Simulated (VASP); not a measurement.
# Te2Mo in VASP: a series of runs

Runs on Te2Mo. Level: LDA. Tasks: single point.

Everything below comes from runs of VASP 6.6.1. Logs are shortened: lines on timing, memory, paths and dates and some standing lists are left out, and cuts for length are marked.

## 1. The cell of the first run

The cell holds a slab with vacuum, 6 atoms: a = 6.277 Å, b = 3.350 Å, c = 31.805 Å, α = 90.00°, β = 89.94°, γ = 90.00°.

## 2. Single point, LDA (111.45 Å³/atom)

Input file INCAR:

```
  PREC = Accurate
  ENCUT = 520
  EDIFF = 1E-6
  ISMEAR = 0
  SIGMA = 0.1
  LREAL = F
  LASPH = T
  NELM = 60
  ALGO = Normal
  ISIF = 2
  LWAVE = F
  LCHARG = T
  GGA = CA
  LELF = T
  LVHAR = T
  NBANDS = 35
```

Input file KPOINTS:

```
Automatic mesh
0
Gamma
  6 10 1
```

Input file POSCAR:

```
Te2Mo
1.0
    6.2765174856      0.0000000000      0.0105266542
    0.0000000000      3.3496828782      0.0000000000
   -0.0195684754      0.0000000000     31.8047065245
Te Mo
4 2
Direct
    0.0777078631      0.7500000000      0.4357117571
    0.9222921369      0.2500000000      0.5642882429
    0.5678260397      0.2500000000      0.4536378997
    0.4321739603      0.7500000000      0.5463621003
    0.8174968405      0.7500000000      0.5026359416
    0.1825031595      0.2500000000      0.4973640584
```

Potentials or basis: VASP PAW LDA potentials, release 64 (Te, Mo_sv).

Run with:

```
$ cat potpaw_LDA.64/Te/POTCAR potpaw_LDA.64/Mo_sv/POTCAR > POTCAR
$ mpirun -np 1 vasp_std > vasp.out
```

OUTCAR:

```text
PREC = Accurate
   ENCUT = 520
   EDIFF = 1E-6
   ISMEAR = 0
   LREAL = F
   LASPH = T
   NELM = 60
   ISIF = 2
   GGA = CA

 ion  position               nearest neighbor table
   1  0.078  0.750  0.436-   6 2.66   6 2.66   5 2.68   3 3.55   3 3.55   3 3.66   3 3.66
   2  0.922  0.250  0.564-   5 2.66   5 2.66   6 2.68   4 3.55   4 3.55   4 3.66   4 3.66
   3  0.568  0.250  0.454-   5 2.77   5 2.77   6 2.79   4 3.50   4 3.50   1 3.55   1 3.55   1 3.66
                             1 3.66
   4  0.432  0.750  0.546-   6 2.77   6 2.77   5 2.79   3 3.50   3 3.50   2 3.55   2 3.55   2 3.66
                             2 3.66
   5  0.817  0.750  0.503-   2 2.66   2 2.66   1 2.68   3 2.77   3 2.77   4 2.79   6 2.84   6 2.84

   6  0.183  0.250  0.497-   1 2.66   1 2.66   2 2.68   4 2.77   4 2.77   3 2.79   5 2.84   5 2.84

  LATTYP: Found a simple monoclinic cell.
 ALAT       =     6.2765263130
 B/A-ratio  =     0.5336841927
 C/A-ratio  =     5.0672475440
 COS(beta)  =    -0.0010618774

  Lattice vectors:

 A1 = (   6.2765174856,   0.0000000000,   0.0105266542)
 A2 = (   0.0000000000,  -3.3496828782,   0.0000000000)
 A3 = (   0.0195684754,   0.0000000000, -31.8047065245)

Analysis of symmetry for initial positions (statically):
=====================================================================
 Subroutine PRICEL returns:
 Original cell was already a primitive cell.

 Routine SETGRP: Setting up the symmetry group for a
 simple monoclinic supercell.

 Subroutine GETGRP returns: Found  4 space group operations
 (whereof  2 operations were pure point group operations)
 out of a pool of  4 trial point group operations.

The static configuration has the point symmetry S_2 .
 The point group associated with its full space group is C_2h.

Analysis of symmetry for dynamics (positions and initial velocities):
=====================================================================
 Subroutine PRICEL returns:
 Original cell was already a primitive cell.

 Routine SETGRP: Setting up the symmetry group for a
 simple monoclinic supercell.

 Subroutine GETGRP returns: Found  4 space group operations
 (whereof  2 operations were pure point group operations)
 out of a pool of  4 trial point group operations.

The dynamic configuration has the point symmetry S_2 .
 The point group associated with its full space group is C_2h.

 Subroutine INISYM returns: Found  4 space group operations
 (whereof  2 operations are pure point group operations),
 and found     1 'primitive' translations

[... 103 lines left out ...]
   EDIFFG = 0.1E-04   stopping-criterion for IOM
   NSW    =      0    number of steps for IOM
   IBRION =     -1    ionic relax: 0-MD 1-quasi-New 2-CG
   NFREE  =      0    steps in history (QN), initial steepest desc. (CG)
   ISIF   =      2    stress and relaxation
   ISYM   =      2    0-nonsym 1-usesym 2-fastsym
   POTIM  = 0.5000    time-step for ionic-motion
   TEBEG  =    0.0;   TEEND  =   0.0 temperature during run
   PSTRESS=    0.0 pullay stress
   NELECT =      52.0000    total number of electrons
   NUPDOWN=      -1.0000    fix difference up-down
   EMIN   =  10.00;   EMAX   =-10.00  energy-range for DOS
   EFERMI =   0.00;   METHOD = LEGACY
   ISMEAR =     0;   SIGMA  =   0.10  broadening in eV -4-tet -1-fermi 0-gaus
   EFERMI_NEDOS =   21; number of points for ismear=-14 and -15
   IALGO  =     38    algorithm
   IMIX   =      4    mixing-type and parameters
     AMIX     =   0.40;   BMIX     =  1.00
     AMIX_MAG =   1.60;   BMIX_MAG =  1.00
  volume/ion in A,a.u.               =     111.45       752.07
  Fermi-wavevector in a.u.,A,eV,Ry     =   0.698776  1.320495  6.643556  0.488288
  Thomas-Fermi vector in A             =   1.782472
   LORBIT       =      0    0 simple, 1 ext, 2 COOP (PROOUT), +10 PAW based schemes
   GGA     = CA    functional components
   LHFCALC =     F    Hartree Fock is set to
   AEXX    =    0.0000 exact exchange contribution
   IVDW    =     0    specifies the selected vdW correction
   LEPSILON=     F    determine dielectric tensor
   LRPA    =     F    only Hartree local field effects (RPA)
 non-spin polarized calculation
 Gauss-broadening in eV      SIGMA  =   0.10
  energy-cutoff  :      520.00
  volume of cell :      668.67
 maximum number of plane-waves:     18044
 NGX is ok and might be reduce to    48
   NGX = 23   NGY = 13   NGZ =119

 number of electron      52.0000004 magnetization

 Free energy of the ion-electron system (eV)
  ---------------------------------------------------
  ext. energy  EPLUGINS =         0.00000000
  ---------------------------------------------------
  free energy    TOTEN  =       -40.85455496 eV

  energy without entropy =      -40.84764708  energy(sigma->0) =      -40.85110102

 E-fermi :  -1.8008     XC(G=0):  -2.7408

 val. band max:       -1.8026202007   @ k =   0.0000   0.1000   0.0000
 cond. band min:      -1.7848014001   @ k =   0.3333   0.0000   0.0000
 fundamental gap:      0.0178188005
 Fermi energy:        -1.8008135077

 k-point     1 :       0.0000    0.0000    0.0000
  band No.  band energies     occupation
      1     -62.4783      2.00000
      2     -62.4039      2.00000
      3     -36.9642      2.00000
      4     -36.8452      2.00000
      5     -36.8383      2.00000
      6     -36.7022      2.00000
[... 901 lines left out ...]
     34       1.7533      0.00000
     35       2.8198      0.00000

------------------------ aborting loop because EDIFF is reached ----------------------------------------

  FORCE on cell =-STRESS in cart. coord.  units (eV):
  Direction    XX          YY          ZZ          XY          YZ          ZX
  --------------------------------------------------------------------------------------
  -------------------------------------------------------------------------------------
  Total        0.2966305      0.1918625      0.3126200      0.0000000      0.0000000     -0.0084933
  in kB        0.7107423      0.4597125      0.7490538      0.0000000      0.0000000     -0.0203503
  external PRESSURE =       0.6398362 kB  Pullay stress =       0.0000000 kB

 VOLUME and BASIS-vectors are now :
 -----------------------------------------------------------------------------
  energy-cutoff  :      520.00
  volume of cell :      668.67
      direct lattice vectors                 reciprocal lattice vectors
     6.276517486  0.000000000  0.010526654     0.159323856  0.000000000  0.000098027
     0.000000000  3.349682878  0.000000000     0.000000000  0.298535723  0.000000000
    -0.019568475  0.000000000 31.804706524    -0.000052733  0.000000000  0.031441855

 POSITION                                       TOTAL-FORCE (eV/Angst)
 -----------------------------------------------------------------------------------
      0.47921      2.51226     13.85850        -0.001395      0.000000     -0.056177
      5.77774      0.83742     17.95673         0.001395     -0.000000      0.056177
      3.55509      0.83742     14.43380         0.003225     -0.000000     -0.037051
      2.70186      2.51226     17.38144        -0.003225     -0.000000      0.037051
      5.12120      2.51226     15.99479        -0.026620     -0.000000     -0.006134
      1.13575      0.83742     15.82044         0.026620     -0.000000      0.006134
 -----------------------------------------------------------------------------------
    total drift:                                0.000000     -0.000000     -0.000000

  FREE ENERGIE OF THE ION-ELECTRON SYSTEM (eV)
  ---------------------------------------------------
  free  energy   TOTEN  =       -40.8545549629 eV

  energy  without entropy=      -40.8476470788  energy(sigma->0) =      -40.85110102
```

OSZICAR:

```text
N       E                     dE             d eps       ncg     rms          rms(c)
DAV:   1     0.406706452979E+03    0.40671E+03   -0.22565E+04  2136   0.108E+03
DAV:   2    -0.637317451206E+01   -0.41308E+03   -0.40283E+03  2379   0.242E+02
DAV:   3    -0.412488301058E+02   -0.34876E+02   -0.34367E+02  2151   0.669E+01
[... 17 lines left out ...]
DAV:  21    -0.408545427540E+02   -0.10783E-04   -0.22216E-07  1311   0.219E-03    0.404E-03
DAV:  22    -0.408545502889E+02   -0.75349E-05   -0.25999E-07  1267   0.185E-03    0.663E-04
DAV:  23    -0.408545531534E+02   -0.28645E-05   -0.77624E-08  1169   0.892E-04    0.709E-04
DAV:  24    -0.408545542121E+02   -0.10587E-05   -0.19720E-08  1113   0.395E-04    0.540E-04
DAV:  25    -0.408545549629E+02   -0.75076E-06   -0.92638E-09  1061   0.318E-04
   1 F= -.40854555E+02 E0= -.40851101E+02  d E =-.690788E-02
```

Wall time 18 min (1 thread of Oxide Virtual Turin-like, shared host); peak memory 0.76 GiB.

Results:

```yaml
Free_energy: -40.8546 eV
Largest_force: 0.056 eV/Å
Band_gap_on_the_k_mesh: zero (bands 26 and 27 overlap by 0.56 eV)
```

Forces on the atoms (eV/Å):
```
Te  -0.001  0.000 -0.056
Te   0.001  0.000  0.056
Te   0.003  0.000 -0.037
Te  -0.003  0.000  0.037
Mo  -0.027  0.000 -0.006
Mo   0.027  0.000  0.006
```

Caveat: spin-orbit coupling is left out, which moves the levels of the heavy elements.

## 3. Single point, LDA (115.24 Å³/atom)

This run uses another cell than the first one.

Input file INCAR:

```
SYSTEM = Te2Mo
  PREC = Accurate
  ENCUT = 520
  EDIFF = 1E-6
  ISMEAR = 0
  SIGMA = 0.1
  LREAL = .False.
  LASPH = .True.
  NELM = 80
  ALGO = Normal
  ISIF = 2
  LWAVE = .False.
  LCHARG = .False.
  NBANDS = 35
```

Input file KPOINTS:

```
regular mesh
0
Gamma
  6 10 1
  0 0 0
```

Input file POSCAR:

```
Te2Mo
1.0
    6.2763549452      0.0000000000      0.0097081969
    0.0000000000      3.3499605976      0.0000000000
   -0.0255305964      0.0000000000     32.8870774229
Te Mo
4 2
Direct
    0.0775747100      0.7500000000      0.4378251486
    0.9224252900      0.2500000000      0.5621748514
    0.5677463017      0.2500000000      0.4551704789
    0.4322536983      0.7500000000      0.5448295211
    0.8175023571      0.7500000000      0.5025493653
    0.1824976429      0.2500000000      0.4974506347
```

Potentials or basis: VASP PAW LDA potentials, release 64 (Te, Mo_sv).

Run with:

```
$ cat potpaw_LDA.64/Te/POTCAR potpaw_LDA.64/Mo_sv/POTCAR > POTCAR
$ mpirun -np 1 vasp_std > vasp.out
```

Wall time 19 min (1 thread of Oxide Virtual Turin-like, shared host); peak memory 0.79 GiB.

The run converged. Its results:

* Free energy: -40.8545 eV
* Largest force: 0.055 eV/Å
* Band gap on the k mesh: zero (bands 26 and 27 overlap by 0.56 eV)

Forces on the atoms (eV/Å):
```
Te   0.000  0.000 -0.055
Te   0.000  0.000  0.055
Te   0.004  0.000 -0.039
Te  -0.004  0.000  0.039
Mo  -0.025  0.000 -0.003
Mo   0.025  0.000  0.003
```

Levels at points of the mesh, in eV from the Fermi level:
| k point | band 23 | band 24 | band 25 | band 26 | band 27 | band 28 | band 29 | band 30 |
| --- | --- | --- | --- | --- | --- | --- | --- | --- |
| (0.00, 0.00, 0.00) | -1.21 | -0.49 | -0.45 | 0.43 | 0.49 | 1.27 | 1.65 | 2.05 |
| (0.50, 0.00, 0.00) | -1.57 | -1.03 | -0.75 | -0.50 | -0.13 | 1.35 | 1.41 | 1.85 |
| (0.00, 0.50, 0.00) | -1.79 | -1.79 | -1.54 | -1.54 | 1.14 | 1.14 | 1.57 | 1.57 |
| (0.50, 0.50, 0.00) | -1.83 | -1.83 | -0.95 | -0.95 | 1.16 | 1.16 | 1.82 | 1.82 |

Caveat: spin-orbit coupling is left out, which moves the levels of the heavy elements.
